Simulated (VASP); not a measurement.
# TiO2 (C2/m) in VASP: settings compared

The runs below take TiO2 through single point, with PBEsol, b88 exchange, pbe correlation.

Program: VASP 6.6.1. These are calculated values, not measurements. Logs are shortened: lines on timing, memory, paths and dates and some standing lists are left out, and cuts for length are marked.

## (1) The cell of the first run

Symmetry: C2/m, No. 12, monoclinic system. Conventional cell: a = 12.307 Å, b = 3.767 Å, c = 6.616 Å, α = 90.00°, β = 106.95°, γ = 90.00°. Ti (site symmetry m) has 6 O at 1.86 to 2.16 Å within 2.5 Å. Ti (site symmetry m) has 6 O at 1.78 to 2.34 Å within 2.4 Å. O (site symmetry m) has 3 Ti at 1.94 to 2.03 Å and 2 O at 2.53 Å within 2.6 Å. O (site symmetry m) has 4 Ti at 1.96 to 2.34 Å and 5 O at 2.53 to 2.71 Å within 2.8 Å. Within 2.4 Å of O (site symmetry m) lie 2 Ti at 1.78 to 1.87 Å. O (site symmetry m) has 3 Ti at 1.86 to 2.16 Å and 2 O at 2.54 to 2.67 Å within 2.7 Å.

## (2) Single point, PBEsol

INCAR

```
SYSTEM = TiO2
PREC = Accurate ; ENCUT = 520
EDIFF = 1E-6 ; ISMEAR = -1
SIGMA = 0.05 ; LREAL = .FALSE.
LASPH = .TRUE. ; NELM = 60
ALGO = Normal ; ISIF = 2
LWAVE = .FALSE. ; LCHARG = .TRUE.
GGA = PS ; LELF = .TRUE.
LVHAR = .TRUE. ; NBANDS = 60
```

KPOINTS

```
Automatic mesh
0
G
  8 8 4
  0 0 0
```

POSCAR

```
TiO2
1.0
    6.1535771931     -1.8834685000      0.0000000000
    6.1535771931      1.8834685000      0.0000000000
   -1.9283261078      0.0000000000      6.3289668713
Ti O
4 8
Direct
    0.9000710000      0.9000710000      0.2896020000
    0.1952860000      0.1952860000      0.2837620000
    0.0999290000      0.0999290000      0.7103980000
    0.8047140000      0.8047140000      0.7162380000
    0.3619310000      0.3619310000      0.2933970000
    0.2634885000      0.2634885000      0.6525000000
    0.8671885000      0.8671885000      0.9952910000
    0.7365115000      0.7365115000      0.3475000000
    0.9416475000      0.9416475000      0.6300210000
    0.1328115000      0.1328115000      0.0047090000
    0.6380690000      0.6380690000      0.7066030000
    0.0583525000      0.0583525000      0.3699790000
```

Potentials or basis: VASP PAW PBE potentials, release 64 (Ti_sv, O).

Command:

```bash
$ cat potpaw_PBE.64/Ti_sv/POTCAR potpaw_PBE.64/O/POTCAR > POTCAR
$ mpirun -np 1 vasp_std > vasp.out
```

OUTCAR:

```text
SYSTEM = TiO2
   PREC = Accurate
   ENCUT = 520
   EDIFF = 1E-6
   ISMEAR = -1
   LREAL = .FALSE.
   LASPH = .TRUE.
   NELM = 60
   ISIF = 2
   GGA = PS

 ion  position               nearest neighbor table
   1  0.900  0.900  0.290-  12 1.86   7 1.87   5 1.94   5 1.94   8 2.16   9 2.16
   2  0.195  0.195  0.284-  10 1.78  12 1.93   8 1.96   8 1.96   5 2.03   6 2.34
   3  0.100  0.100  0.710-   9 1.86  10 1.87  11 1.94  11 1.94   6 2.16  12 2.16
   4  0.805  0.805  0.716-   7 1.78   9 1.93   6 1.96   6 1.96  11 2.03   8 2.34
   5  0.362  0.362  0.293-   1 1.94   1 1.94   2 2.03
   6  0.263  0.263  0.653-   4 1.96   4 1.96   3 2.16   2 2.34
   7  0.867  0.867  0.995-   4 1.78   1 1.87
   8  0.737  0.737  0.347-   2 1.96   2 1.96   1 2.16   4 2.34
   9  0.942  0.942  0.630-   3 1.86   4 1.93   1 2.16
  10  0.133  0.133  0.005-   2 1.78   3 1.87
  11  0.638  0.638  0.707-   3 1.94   3 1.94   4 2.03
  12  0.058  0.058  0.370-   1 1.86   2 1.93   3 2.16

  LATTYP: Found a base centered monoclinic cell.
 ALAT       =    12.3071543862
 B/A-ratio  =     0.3060770087
 C/A-ratio  =     0.5375907333
 COS(beta)  =    -0.2914546970

  Lattice vectors:

 A1 = (   6.1535771931,  -1.8834685000,   0.0000000000)
 A2 = (   6.1535771931,   1.8834685000,   0.0000000000)
 A3 = (  -1.9283261078,   0.0000000000,   6.3289668713)

Analysis of symmetry for initial positions (statically):
=====================================================================
 Subroutine PRICEL returns:
 Original cell was already a primitive cell.

 Routine SETGRP: Setting up the symmetry group for a
 base centered monoclinic supercell.

 Subroutine GETGRP returns: Found  4 space group operations
 (whereof  4 operations were pure point group operations)
 out of a pool of  4 trial point group operations.

The static configuration has the point symmetry C_2h.

Analysis of symmetry for dynamics (positions and initial velocities):
=====================================================================
 Subroutine PRICEL returns:
 Original cell was already a primitive cell.

 Routine SETGRP: Setting up the symmetry group for a
 base centered monoclinic supercell.

 Subroutine GETGRP returns: Found  4 space group operations
 (whereof  4 operations were pure point group operations)
 out of a pool of  4 trial point group operations.

The dynamic configuration has the point symmetry C_2h.

 Subroutine INISYM returns: Found  4 space group operations
 (whereof  4 operations are pure point group operations),
 and found     1 'primitive' translations

----------------------------------------------------------------------------------------

                                     Primitive cell

  volume of cell :     146.7063

  direct lattice vectors                    reciprocal lattice vectors
     6.153577193 -1.883468500  0.000000000     0.081253551 -0.265467673  0.024756544
     6.153577193  1.883468500  0.000000000     0.081253551  0.265467673  0.024756544
    -1.928326108  0.000000000  6.328966871     0.000000000  0.000000000  0.158003671

  length of vectors
     6.435368355  6.435368355  6.616212152     0.278725872  0.278725872  0.158003671

  position of ions in fractional coordinates (direct lattice)
     0.900071000  0.900071000  0.289602000
     0.195286000  0.195286000  0.283762000
     0.099929000  0.099929000  0.710398000
     0.804714000  0.804714000  0.716238000
     0.361931000  0.361931000  0.293397000
     0.263488500  0.263488500  0.652500000
     0.867188500  0.867188500  0.995291000
     0.736511500  0.736511500  0.347500000
     0.941647500  0.941647500  0.630021000
     0.132811500  0.132811500  0.004709000
     0.638069000  0.638069000  0.706603000
     0.058352500  0.058352500  0.369979000

  ion indices of the primitive-cell ions
   primitive index   ion index
                 1           1
                 2           2
                 3           3
                 4           4
                 5           5
                 6           6
                 7           7
                 8           8
                 9           9
                10          10
                11          11
                12          12

----------------------------------------------------------------------------------------

 KPOINTS: Automatic mesh

Automatic generation of k-mesh.
 Grid dimensions read from file:
 generate k-points for:    8    8    4

 Generating k-lattice:

  Cartesian coordinates                     Fractional coordinates (reciprocal lattice)
     0.010156694 -0.033183459  0.003094568     0.125000000  0.000000000  0.000000000
     0.010156694  0.033183459  0.003094568     0.000000000  0.125000000  0.000000000
     0.000000000  0.000000000  0.039500918     0.000000000  0.000000000  0.250000000

  Length of vectors
     0.034840734  0.034840734  0.039500918

  Shift w.r.t. Gamma in fractional coordinates (k-lattice)
     0.000000000  0.000000000  0.000000000

 Subroutine IBZKPT returns following result:
 ===========================================

 Found     78 irreducible k-points:

 Following reciprocal coordinates:
            Coordinates               Weight
  0.000000  0.000000  0.000000      1.000000
  0.125000  0.000000  0.000000      4.000000
  0.250000  0.000000  0.000000      4.000000
  0.375000  0.000000 -0.000000      4.000000
  0.500000  0.000000  0.000000      2.000000
  0.125000  0.125000  0.000000      2.000000
[... 16 lines left out ...]
  0.125000  0.000000  0.250000      4.000000
  0.250000  0.000000  0.250000      4.000000
 [... further k-points ...]
   k-points           NKPTS =     78   k-points in BZ     NKDIM =     78   number of bands    NBANDS=     60
   number of dos      NEDOS =    301   number of ions     NIONS =     12
   total plane-waves  NPLWV = 115200
   dimension x,y,z NGX =    48 NGY =   48 NGZ =   50
   dimension x,y,z NGXF=    96 NGYF=   96 NGZF=  100
   ions per type =               4   8
   NGX,Y,Z   is equivalent  to a cutoff of  12.40, 12.40, 12.56 a.u.
   NGXF,Y,Z  is equivalent  to a cutoff of  24.80, 24.80, 25.13 a.u.
 SYSTEM =  TiO2
   PREC   = accura    normal or accurate (medium, high low for compatibility)
   ISTART =      0    job   : 0-new  1-cont  2-samecut
   ICHARG =      2    charge: 1-file 2-atom 10-const
   ISPIN  =      1    spin polarized calculation?
   LNONCOLLINEAR =      F non collinear calculations
   LSORBIT =      F    spin-orbit coupling
   LASPH  =      T    aspherical Exc in radial PAW
   ENCUT  =  520.0 eV  38.22 Ry    6.18 a.u.  11.97 11.97 12.30*2*pi/ulx,y,z
   NELM   =     60;   NELMIN=  2; NELMDL= -5     # of ELM steps
   EDIFF  = 0.1E-05   stopping-criterion for ELM
   LREAL  =      F    real-space projection
   EDIFFG = 0.1E-04   stopping-criterion for IOM
   NSW    =      0    number of steps for IOM
   IBRION =     -1    ionic relax: 0-MD 1-quasi-New 2-CG
   NFREE  =      0    steps in history (QN), initial steepest desc. (CG)
   ISIF   =      2    stress and relaxation
   ISYM   =      2    0-nonsym 1-usesym 2-fastsym
   POTIM  = 0.5000    time-step for ionic-motion
   TEBEG  =    0.0;   TEEND  =   0.0 temperature during run
   PSTRESS=    0.0 pullay stress
   NELECT =      96.0000    total number of electrons
   NUPDOWN=      -1.0000    fix difference up-down
   EMIN   =  10.00;   EMAX   =-10.00  energy-range for DOS
   EFERMI =   0.00;   METHOD = LEGACY
   ISMEAR =    -1;   SIGMA  =   0.05  broadening in eV -4-tet -1-fermi 0-gaus
   EFERMI_NEDOS =   21; number of points for ismear=-14 and -15
   IALGO  =     38    algorithm
   IMIX   =      4    mixing-type and parameters
     AMIX     =   0.40;   BMIX     =  1.00
     AMIX_MAG =   1.60;   BMIX_MAG =  1.00
  volume/ion in A,a.u.               =      12.23        82.50
  Fermi-wavevector in a.u.,A,eV,Ry     =   1.421289  2.685846 27.484606  2.020062
  Thomas-Fermi vector in A             =   2.542114
   LORBIT       =      0    0 simple, 1 ext, 2 COOP (PROOUT), +10 PAW based schemes
   GGA     = PS    functional components
   LHFCALC =     F    Hartree Fock is set to
   AEXX    =    0.0000 exact exchange contribution
   IVDW    =     0    specifies the selected vdW correction
   LEPSILON=     F    determine dielectric tensor
   LRPA    =     F    only Hartree local field effects (RPA)
 non-spin polarized calculation
  energy-cutoff  :      520.00
  volume of cell :      146.71
 maximum number of plane-waves:      3974
   NGX = 23   NGY = 23   NGZ = 25

 number of electron      96.0000006 magnetization

 Free energy of the ion-electron system (eV)
  ---------------------------------------------------
  ext. energy  EPLUGINS =         0.00000000
  ---------------------------------------------------
  free energy    TOTEN  =      -112.33446500 eV

  energy without entropy =     -112.33446500  energy(sigma->0) =     -112.33446500

 E-fermi :   3.6636     XC(G=0): -10.5330

 val. band max:        2.3857200015   @ k =  -0.3750   0.2500   0.5000
 cond. band min:       5.0819403619   @ k =   0.0000   0.0000   0.0000
 fundamental gap:      2.6962203604
 Fermi energy:         3.6636446760

 k-point     1 :       0.0000    0.0000    0.0000
  band No.  band energies     occupation
      1     -53.5382      2.00000
      2     -53.5262      2.00000
      3     -53.4416      2.00000
      4     -53.4352      2.00000
      5     -30.0545      2.00000
      6     -30.0063      2.00000
[... 52 lines left out ...]
     59       7.2169      0.00000
     60       7.4499      0.00000

 k-point     2 :       0.1250    0.0000    0.0000
  band No.  band energies     occupation
      1     -53.5375      2.00000
      2     -53.5258      2.00000
      3     -53.4412      2.00000
      4     -53.4353      2.00000
      5     -30.0520      2.00000
      6     -30.0045      2.00000
[... 1375 lines left out ...]
     59       7.0222      0.00000
     60       7.0632      0.00000

 k-point    24 :       0.2500    0.0000    0.2500
  band No.  band energies     occupation
      1     -53.5357      2.00000
      2     -53.5249      2.00000
      3     -53.4403      2.00000
      4     -53.4354      2.00000
      5     -30.0453      2.00000
      6     -30.0017      2.00000
[... 52 lines left out ...]
     59       6.9543      0.00000
     60       7.0021      0.00000

 [... further k-points ...]
[... 5 lines left out ...]
  --------------------------------------------------------------------------------------
  -------------------------------------------------------------------------------------
  Total       -5.5803829     -5.3893776     -5.7235932      0.0000000      0.0000000      0.0248949
  in kB      -60.9432692    -58.8573033    -62.5072667      0.0000000      0.0000000      0.2718763
  external PRESSURE =     -60.7692797 kB  Pullay stress =       0.0000000 kB

 VOLUME and BASIS-vectors are now :
 -----------------------------------------------------------------------------
  energy-cutoff  :      520.00
  volume of cell :      146.71
      direct lattice vectors                 reciprocal lattice vectors
     6.153577193 -1.883468500  0.000000000     0.081253551 -0.265467673  0.024756544
     6.153577193  1.883468500  0.000000000     0.081253551  0.265467673  0.024756544
    -1.928326108  0.000000000  6.328966871     0.000000000  0.000000000  0.158003671

 POSITION                                       TOTAL-FORCE (eV/Angst)
 -----------------------------------------------------------------------------------
     10.51887      0.00000      1.83288        -0.046458      0.000000     -0.019651
      1.85623      0.00000      1.79592         0.008001      0.000000     -0.075986
     -0.14004      0.00000      4.49609         0.046458      0.000000      0.019651
      8.52260      0.00000      4.53305        -0.008001      0.000000      0.075986
      3.88858      0.00000      1.85690        -0.124659      0.000000     -0.002476
      1.98456      0.00000      4.12965        -0.084484      0.000000     -0.003175
      8.75338      0.00000      6.29916        -0.115437      0.000000     -0.024526
      8.39427      0.00000      2.19932         0.084484      0.000000      0.003175
     10.37412      0.00000      3.98738         0.019981      0.000000     -0.025780
      1.62545      0.00000      0.02980         0.115437      0.000000      0.024526
      6.49025      0.00000      4.47207         0.124659      0.000000      0.002476
      0.00471      0.00000      2.34158        -0.019981      0.000000      0.025780
 -----------------------------------------------------------------------------------
    total drift:                               -0.000000     -0.000000      0.000000

  FREE ENERGIE OF THE ION-ELECTRON SYSTEM (eV)
  ---------------------------------------------------
  free  energy   TOTEN  =      -112.3344649997 eV

  energy  without entropy=     -112.3344649997  energy(sigma->0) =     -112.33446500
```

It took 15 min on 1 thread of Intel Xeon Platinum 8488C (Sapphire Rapids), shared host; peak memory 0.65 GiB.

What came out:

```yaml
Free_energy: -112.3345 eV
Pressure: -6.1 GPa
Largest_force: 0.125 eV/Å
Band_gap_on_the_k_mesh: 2.70 eV (least direct gap 2.87 eV)
```

Forces on the atoms (eV/Å):
```
Ti  -0.046  0.000 -0.020
Ti   0.008  0.000 -0.076
Ti   0.046  0.000  0.020
Ti  -0.008  0.000  0.076
O   -0.125  0.000 -0.002
O   -0.084  0.000 -0.003
O   -0.115  0.000 -0.025
O    0.084  0.000  0.003
O    0.020  0.000 -0.026
O    0.115  0.000  0.025
O    0.125  0.000  0.002
O   -0.020  0.000  0.026
```

Caveat: the cell stands under tension; the PAW data sets were made with another functional, which shifts forces and pressure a little.

## (3) Single point, b88 exchange, pbe correlation

This run uses another cell than the first one, of 12.71 Å³/atom.

INCAR

```
SYSTEM = TiO2
PREC = Accurate
ENCUT = 600
EDIFF = 1E-6
ISMEAR = -1
SIGMA = 0.05
LREAL = .False.
LASPH = .True.
NELM = 120
ALGO = Normal
ISIF = 2
LWAVE = .False.
LCHARG = .False.
GGA = LIBXC
LIBXC1 = GGA_X_B88
LIBXC2 = GGA_C_PBE
NBANDS = 60
GGA_COMPAT = .False.
```

KPOINTS

```
regular mesh
0
Gamma
  8 8 4
  0 0 0
```

Changes to POSCAR since step 2:

```diff
@@ -2,5 +2,5 @@
 1.0
-    6.1535771931     -1.8834685000      0.0000000000
-    6.1535771931      1.8834685000      0.0000000000
-   -1.9283261078      0.0000000000      6.3289668713
+    6.2345546003     -1.9082538226      0.0000000000
+    6.2345546003      1.9082538226      0.0000000000
+   -1.9537017297      0.0000000000      6.4122523021
 Ti O
```

Potentials or basis: VASP PAW PBE potentials, release 64 (Ti_sv, O).

Command:

```bash
$ cat potpaw_PBE.64/Ti_sv/POTCAR potpaw_PBE.64/O/POTCAR > POTCAR
$ mpirun -np 1 vasp_std > vasp.out
```

Wall time 20 min (1 thread of Intel Xeon 6975P-C (Granite Rapids), shared host); peak memory 0.81 GiB.

Results (log left out):

```
Free energy            : -106.1087 eV
Pressure               : -7.9 GPa
Largest force          : 0.357 eV/Å
Band gap on the k mesh : 2.59 eV (least direct gap 2.75 eV)
```

Forces on the atoms (eV/Å):
```
Ti   0.099  0.000 -0.146
Ti  -0.048  0.000 -0.354
Ti  -0.099  0.000  0.146
Ti   0.048  0.000  0.354
O   -0.168  0.000 -0.022
O   -0.104  0.000  0.076
O   -0.179  0.000 -0.171
O    0.104  0.000 -0.076
O    0.119  0.000  0.042
O    0.179  0.000  0.171
O    0.168  0.000  0.022
O   -0.119  0.000 -0.042
```

Stress tensor (GPa, compression positive):
```
-7.77  0.00 -0.18
 0.00 -7.51  0.00
-0.18  0.00 -8.31
```

Levels at points of the mesh, in eV from the valence-band top:
| k point | band 46 | band 47 | band 48 | band 49 | band 50 | band 51 |
| --- | --- | --- | --- | --- | --- | --- |
| (0.00, 0.00, 0.00) | -0.73 | -0.36 | -0.16 | 2.59 | 2.90 | 3.11 |
| (0.50, 0.00, 0.00) | -0.47 | -0.20 | -0.12 | 2.94 | 2.99 | 3.37 |
| (0.50, 0.50, 0.00) | -0.63 | -0.38 | -0.11 | 2.72 | 2.76 | 3.23 |
| (0.00, 0.00, 0.50) | -0.67 | -0.56 | -0.42 | 2.69 | 2.94 | 3.09 |
| (0.50, 0.00, 0.50) | -0.51 | -0.08 | -0.01 | 2.98 | 3.02 | 3.24 |
| (0.50, 0.50, 0.50) | -0.43 | -0.20 | -0.20 | 2.83 | 2.92 | 3.06 |

Caveat: the cell stands under tension; the PAW data sets were made with another functional, which shifts forces and pressure a little.
